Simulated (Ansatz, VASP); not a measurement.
One calculation of KBr, two programs

```xyz
4
Lattice="5.7829 0.0000 0.0000 -2.8914 5.0081 0.0000 0.0000 0.0000 6.7819" Properties=species:S:1:pos:R:3 pbc="T T T"
K     0.0000    3.3388    1.6955
K     2.8914    1.6694    5.0864
Br    2.8914    1.6694    1.6955
Br    0.0000    3.3388    5.0864
```

Alike in both runs: task single point; functional PBE; k mesh 6 × 6 × 4; no spin polarisation.

|  | VASP | Ansatz |
| --- | --- | --- |
| version | VASP 6.6.1 | Ansatz 0.2.0 |
| potentials or method | VASP PAW PBE potentials, release 64 (K_sv, Br) | plane waves, PAW |
| plane-wave cutoff (eV) | 520 | 420 |
| occupations | gaussian, width 0.01 eV | fixed |
| valence electrons in the cell | 32 | 32 |

```csv
,VASP,Ansatz,Ansatz less VASP
gap on the k mesh at the Fermi level (eV),4.05,4.05,+0.001
pressure (GPa),-0.5,-0.5,-0.01
"traceless stress, the component that is largest in VASP (GPa)",-0.09,-0.09,-0.003
```
